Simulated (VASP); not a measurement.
# SnGe7 (P6_3mc) in VASP: single point with PBE

Aim: the single point of SnGe7 with PBE.

Program: VASP 6.6.1. These are calculated values, not measurements. Logs are shortened: lines on timing, memory, paths and dates and some standing lists are left out, and cuts for length are marked.

## (1) The cell of the first run

The structure is hexagonal, space group P6_3mc (No. 186). The conventional cell has a = 8.300 Å, b = 8.300 Å, c = 6.813 Å, α = 90.00°, β = 90.00°, γ = 120.00°. Sn (site symmetry 3m) has 4 Ge at 2.65 to 2.68 Å within 3.5 Å. Ge (site symmetry m) has 3 Ge at 2.50 to 2.51 Å and 1 Sn at 2.65 Å within 3.3 Å. Within 3.3 Å of Ge (site symmetry 3m) lie 3 Ge at 2.54 Å and 1 Sn at 2.68 Å. Within 3.3 Å of Ge (site symmetry m) lie 4 Ge at 2.50 to 2.54 Å.

## (2) Single point, PBE

Input file INCAR:

```
SYSTEM = SnGe7
  ALGO = Normal
  EDIFF = 1E-6
  ENCUT = 520
  GGA = PE
  ISIF = 2
  ISMEAR = 0
  LASPH = .TRUE.
  LCHARG = .FALSE.
  LREAL = Auto
  LWAVE = .FALSE.
  NBANDS = 126
  NELM = 60
  PREC = Accurate
  SIGMA = 0.2
```

Input file KPOINTS:

```
k-points
0
G
  3 3 3
  0 0 0
```

Input file POSCAR:

```
SnGe7
1.0
    8.3002759657      0.0000000000      0.0000000000
   -4.1501379829      7.1882498447      0.0000000000
    0.0000000000      0.0000000000      6.8127151533
Sn Ge
2 14
Direct
    0.3333333333      0.6666666667      0.5631582413
    0.6666666667      0.3333333333      0.0631582413
    0.6797460013      0.8398730006      0.4312881658
    0.1601269994      0.8398730006      0.4312881658
    0.1601269994      0.3202539987      0.4312881658
    0.6666666667      0.3333333333      0.4558575041
    0.8356448240      0.6712896480      0.5623732524
    0.3287103520      0.1643551760      0.5623732524
    0.8356448240      0.1643551760      0.5623732524
    0.8398730006      0.6797460013      0.9312881658
    0.3202539987      0.1601269994      0.9312881658
    0.8398730006      0.1601269994      0.9312881658
    0.3333333333      0.6666666667      0.9558575041
    0.6712896480      0.8356448240      0.0623732524
    0.1643551760      0.8356448240      0.0623732524
    0.1643551760      0.3287103520      0.0623732524
```

Potentials or basis: VASP PAW PBE potentials, release 64 (Sn_d, Ge_d).

Launch:

```console
$ cat potpaw_PBE.64/Sn_d/POTCAR potpaw_PBE.64/Ge_d/POTCAR > POTCAR
$ mpirun -np 1 vasp_std > vasp.out
```

OUTCAR:

```text
SYSTEM = SnGe7
   EDIFF = 1E-6
   ENCUT = 520
   GGA = PE
   ISIF = 2
   ISMEAR = 0
   LASPH = .TRUE.
   LREAL = Auto
   NELM = 60
   PREC = Accurate

 ion  position               nearest neighbor table
   1  0.333  0.667  0.563-   4 2.65   3 2.65   5 2.65  13 2.68
   2  0.667  0.333  0.063-  12 2.65  11 2.65  10 2.65   6 2.68
   3  0.680  0.840  0.431-   7 2.50   9 2.50  14 2.51   1 2.65
   4  0.160  0.840  0.431-   7 2.50   8 2.50  15 2.51   1 2.65
   5  0.160  0.320  0.431-   8 2.50   9 2.50  16 2.51   1 2.65
   6  0.667  0.333  0.456-   9 2.54   8 2.54   7 2.54   2 2.68
[... 8 lines left out ...]
  15  0.164  0.836  0.062-  10 2.50  11 2.50   4 2.51  13 2.54
  16  0.164  0.329  0.062-  11 2.50  12 2.50   5 2.51  13 2.54

  LATTYP: Found a hexagonal cell.
 ALAT       =     8.3002759657
 C/A-ratio  =     0.8207817645

  Lattice vectors:

 A1 = (   8.3002759657,   0.0000000000,   0.0000000000)
 A2 = (  -4.1501379829,   7.1882498447,   0.0000000000)
 A3 = (   0.0000000000,   0.0000000000,   6.8127151533)

Analysis of symmetry for initial positions (statically):
=====================================================================
 Subroutine PRICEL returns:
 Original cell was already a primitive cell.

 Routine SETGRP: Setting up the symmetry group for a
 hexagonal supercell.

 Subroutine GETGRP returns: Found 12 space group operations
 (whereof  6 operations were pure point group operations)
 out of a pool of 24 trial point group operations.

The static configuration has the point symmetry C_3v.
 The point group associated with its full space group is C_6v.

Analysis of symmetry for dynamics (positions and initial velocities):
=====================================================================
 Subroutine PRICEL returns:
 Original cell was already a primitive cell.

 Routine SETGRP: Setting up the symmetry group for a
 hexagonal supercell.

 Subroutine GETGRP returns: Found 12 space group operations
 (whereof  6 operations were pure point group operations)
 out of a pool of 24 trial point group operations.

The dynamic configuration has the point symmetry C_3v.
 The point group associated with its full space group is C_6v.

 Subroutine INISYM returns: Found 12 space group operations
 (whereof  6 operations are pure point group operations),
 and found     1 'primitive' translations

----------------------------------------------------------------------------------------

                                     Primitive cell

  volume of cell :     406.4770

  direct lattice vectors                    reciprocal lattice vectors
     8.300275966  0.000000000  0.000000000     0.120477922  0.069557961  0.000000000
    -4.150137983  7.188249845  0.000000000     0.000000000  0.139115921  0.000000000
     0.000000000  0.000000000  6.812715153     0.000000000  0.000000000  0.146784355

  length of vectors
     8.300275966  8.300275966  6.812715153     0.139115921  0.139115921  0.146784355

  position of ions in fractional coordinates (direct lattice)
     0.333333333  0.666666667  0.563158241
     0.666666667  0.333333333  0.063158241
     0.679746001  0.839873001  0.431288166
     0.160126999  0.839873001  0.431288166
     0.160126999  0.320253999  0.431288166
     0.666666667  0.333333333  0.455857504
[... 8 lines left out ...]
     0.164355176  0.835644824  0.062373252
     0.164355176  0.328710352  0.062373252

  ion indices of the primitive-cell ions
   primitive index   ion index
                 1           1
                 2           2
                 3           3
                 4           4
                 5           5
                 6           6
[... 8 lines left out ...]
                15          15
                16          16

----------------------------------------------------------------------------------------

 KPOINTS: k-points

Automatic generation of k-mesh.
 Grid dimensions read from file:
 generate k-points for:    3    3    3

 Generating k-lattice:

  Cartesian coordinates                     Fractional coordinates (reciprocal lattice)
     0.040159307  0.023185987  0.000000000     0.333333333  0.000000000  0.000000000
     0.000000000  0.046371974  0.000000000     0.000000000  0.333333333  0.000000000
     0.000000000  0.000000000  0.048928118     0.000000000  0.000000000  0.333333333

  Length of vectors
     0.046371974  0.046371974  0.048928118

  Shift w.r.t. Gamma in fractional coordinates (k-lattice)
     0.000000000  0.000000000  0.000000000

 Subroutine IBZKPT returns following result:
 ===========================================

 Found      6 irreducible k-points:

 Following reciprocal coordinates:
            Coordinates               Weight
  0.000000  0.000000  0.000000      1.000000
  0.333333  0.000000  0.000000      6.000000
  0.333333  0.333333  0.000000      2.000000
  0.000000  0.000000  0.333333      2.000000
  0.333333  0.000000  0.333333     12.000000
  0.333333  0.333333  0.333333      4.000000
   k-points           NKPTS =      6   k-points in BZ     NKDIM =      6   number of bands    NBANDS=    126
   number of dos      NEDOS =    301   number of ions     NIONS =     16
   total plane-waves  NPLWV = 221184
   dimension x,y,z NGX =    64 NGY =   64 NGZ =   54
   dimension x,y,z NGXF=   128 NGYF=  128 NGZF=  108
   ions per type =               2  14
   NGX,Y,Z   is equivalent  to a cutoff of  12.82, 12.82, 13.18 a.u.
   NGXF,Y,Z  is equivalent  to a cutoff of  25.64, 25.64, 26.35 a.u.
 SYSTEM =  SnGe7
   PREC   = accura    normal or accurate (medium, high low for compatibility)
   ISTART =      0    job   : 0-new  1-cont  2-samecut
   ICHARG =      2    charge: 1-file 2-atom 10-const
   ISPIN  =      1    spin polarized calculation?
   LNONCOLLINEAR =      F non collinear calculations
   LSORBIT =      F    spin-orbit coupling
   LASPH  =      T    aspherical Exc in radial PAW
   ENCUT  =  520.0 eV  38.22 Ry    6.18 a.u.  15.43 15.43 12.67*2*pi/ulx,y,z
   NELM   =     60;   NELMIN=  2; NELMDL= -5     # of ELM steps
   EDIFF  = 0.1E-05   stopping-criterion for ELM
   LREAL  =      T    real-space projection
   EDIFFG = 0.1E-04   stopping-criterion for IOM
   NSW    =      0    number of steps for IOM
   IBRION =     -1    ionic relax: 0-MD 1-quasi-New 2-CG
   NFREE  =      0    steps in history (QN), initial steepest desc. (CG)
   ISIF   =      2    stress and relaxation
   ISYM   =      2    0-nonsym 1-usesym 2-fastsym
   POTIM  = 0.5000    time-step for ionic-motion
   TEBEG  =    0.0;   TEEND  =   0.0 temperature during run
   PSTRESS=    0.0 pullay stress
   NELECT =     224.0000    total number of electrons
   NUPDOWN=      -1.0000    fix difference up-down
   EMIN   =  10.00;   EMAX   =-10.00  energy-range for DOS
   EFERMI =   0.00;   METHOD = LEGACY
   ISMEAR =     0;   SIGMA  =   0.20  broadening in eV -4-tet -1-fermi 0-gaus
   EFERMI_NEDOS =   21; number of points for ismear=-14 and -15
   IALGO  =     38    algorithm
   IMIX   =      4    mixing-type and parameters
     AMIX     =   0.40;   BMIX     =  1.00
     AMIX_MAG =   1.60;   BMIX_MAG =  1.00
  volume/ion in A,a.u.               =      25.40       171.44
  Fermi-wavevector in a.u.,A,eV,Ry     =   1.342184  2.536361 24.510338  1.801459
  Thomas-Fermi vector in A             =   2.470359
   LORBIT       =      0    0 simple, 1 ext, 2 COOP (PROOUT), +10 PAW based schemes
   GGA     = PE    functional components
   LHFCALC =     F    Hartree Fock is set to
   AEXX    =    0.0000 exact exchange contribution
   IVDW    =     0    specifies the selected vdW correction
   LEPSILON=     F    determine dielectric tensor
   LRPA    =     F    only Hartree local field effects (RPA)
 non-spin polarized calculation
 Gauss-broadening in eV      SIGMA  =   0.20
  energy-cutoff  :      520.00
  volume of cell :      406.48
 maximum number of plane-waves:     10970
 NGX is ok and might be reduce to    64
   NGX = 31   NGY = 31   NGZ = 25

 number of electron     224.0000019 magnetization

 Free energy of the ion-electron system (eV)
  ---------------------------------------------------
  ext. energy  EPLUGINS =         0.00000000
  ---------------------------------------------------
  free energy    TOTEN  =       -70.16256302 eV

  energy without entropy =      -70.13530235  energy(sigma->0) =      -70.14893268

 E-fermi :   4.5088     XC(G=0):  -9.4971

 val. band max:        4.5039648250   @ k =   0.0000   0.0000   0.3333
 cond. band min:       4.5169948615   @ k =   0.0000   0.0000   0.0000
 fundamental gap:      0.0130300365
 Fermi energy:         4.5088216163

 k-point     1 :       0.0000    0.0000    0.0000
  band No.  band energies     occupation
      1     -20.1944      2.00000
      2     -20.1944      2.00000
      3     -20.1926      2.00000
      4     -20.1841      2.00000
      5     -20.1841      2.00000
      6     -20.1797      2.00000
[... 116 lines left out ...]
    123       7.3452      0.00000
    124       8.0698      0.00000

 k-point     2 :       0.3333    0.0000    0.0000
  band No.  band energies     occupation
      1     -20.1977      2.00000
      2     -20.1957      2.00000
      3     -20.1934      2.00000
      4     -20.1907      2.00000
      5     -20.1884      2.00000
      6     -20.1864      2.00000
[... 116 lines left out ...]
    123       7.5828      0.00000
    124       7.6071      0.00000

 k-point     3 :       0.3333    0.3333    0.0000
  band No.  band energies     occupation
      1     -20.1996      2.00000
      2     -20.1975      2.00000
      3     -20.1930      2.00000
      4     -20.1930      2.00000
      5     -20.1886      2.00000
      6     -20.1886      2.00000
[... 116 lines left out ...]
    123       7.7902      0.00000
    124       7.9496      0.00000

 k-point     4 :       0.0000    0.0000    0.3333
  band No.  band energies     occupation
      1     -20.1879      2.00000
      2     -20.1879      2.00000
      3     -20.1876      2.00000
      4     -20.1836      2.00000
      5     -20.1836      2.00000
      6     -20.1764      2.00000
[... 116 lines left out ...]
    123       7.1592      0.00000
    124       7.3017      0.00000

 k-point     5 :       0.3333    0.0000    0.3333
  band No.  band energies     occupation
      1     -20.1939      2.00000
      2     -20.1918      2.00000
      3     -20.1894      2.00000
      4     -20.1887      2.00000
      5     -20.1848      2.00000
      6     -20.1819      2.00000
[... 116 lines left out ...]
    123       7.5934      0.00000
    124       7.6492      0.00000

 k-point     6 :       0.3333    0.3333    0.3333
  band No.  band energies     occupation
      1     -20.1966      2.00000
      2     -20.1956      2.00000
      3     -20.1882      2.00000
      4     -20.1882      2.00000
      5     -20.1836      2.00000
      6     -20.1836      2.00000
[... 116 lines left out ...]
    123       7.8615      0.00000
    124       7.9364      0.00000
 [bands above 124 left out]

------------------------ aborting loop because EDIFF is reached ----------------------------------------

  FORCE on cell =-STRESS in cart. coord.  units (eV):
  Direction    XX          YY          ZZ          XY          YZ          ZX
  --------------------------------------------------------------------------------------
  -------------------------------------------------------------------------------------
  Total       -0.0299928     -0.0299928     -0.1947728      0.0000000      0.0000000      0.0000000
  in kB       -0.1182203     -0.1182203     -0.7677203      0.0000000      0.0000000      0.0000000
  external PRESSURE =      -0.3347203 kB  Pullay stress =       0.0000000 kB

 VOLUME and BASIS-vectors are now :
 -----------------------------------------------------------------------------
  energy-cutoff  :      520.00
  volume of cell :      406.48
      direct lattice vectors                 reciprocal lattice vectors
     8.300275966  0.000000000  0.000000000     0.120477922  0.069557961  0.000000000
    -4.150137983  7.188249845  0.000000000     0.000000000  0.139115921  0.000000000
     0.000000000  0.000000000  6.812715153     0.000000000  0.000000000  0.146784355

 POSITION                                       TOTAL-FORCE (eV/Angst)
 -----------------------------------------------------------------------------------
     -0.00000      4.79217      3.83664         0.000000     -0.000000     -0.002368
      4.15014      2.39608      0.43028         0.000000     -0.000000     -0.002368
      2.15649      6.03722      2.93824         0.009193      0.005307      0.002113
     -2.15649      6.03722      2.93824        -0.009193      0.005307      0.002113
      0.00000      2.30207      2.93824         0.000000     -0.010615      0.002113
      4.15014      2.39608      3.10563         0.000000     -0.000000      0.026503
[... 8 lines left out ...]
     -2.10385      6.00682      0.42493        -0.000684      0.000395     -0.010158
     -0.00000      2.36285      0.42493         0.000000     -0.000790     -0.010158
 -----------------------------------------------------------------------------------
    total drift:                               -0.000000     -0.000001      0.003369

  FREE ENERGIE OF THE ION-ELECTRON SYSTEM (eV)
  ---------------------------------------------------
  free  energy   TOTEN  =       -70.1625630161 eV

  energy  without entropy=      -70.1353023506  energy(sigma->0) =      -70.14893268
```

It took 23 min on 1 thread of Intel Xeon 8259CL, shared host; peak memory 0.59 GiB.

Results:

| Quantity | Value |
| --- | --- |
| Free energy | -70.1626 eV |
| Pressure | 0.0 GPa |
| Largest force | 0.027 eV/Å |
| Band gap on the k mesh | zero (bands 112 and 113 overlap by 0.01 eV) |

Forces on the atoms (eV/Å):
```
Sn   0.000  0.000 -0.002
Sn   0.000  0.000 -0.002
Ge   0.009  0.005  0.002
Ge  -0.009  0.005  0.002
Ge   0.000 -0.011  0.002
Ge   0.000  0.000  0.027
Ge   0.000  0.001 -0.010
Ge  -0.001  0.000 -0.010
Ge   0.001  0.000 -0.010
Ge   0.000  0.011  0.002
Ge  -0.009 -0.005  0.002
Ge   0.009 -0.005  0.002
Ge   0.000  0.000  0.027
Ge   0.001  0.000 -0.010
Ge  -0.001  0.000 -0.010
Ge   0.000 -0.001 -0.010
```

Levels at points of the mesh, in eV from the Fermi level:
```csv
k point,band 110,band 111,band 112,band 113,band 114,band 115
"(0.00, 0.00, 0.00)",-0.57,-0.22,0.01,0.26,0.26,0.67
```

Caveat: semilocal functionals underestimate gaps, and a narrow one can read as zero; spin-orbit coupling is left out, which moves the levels of the heavy elements.
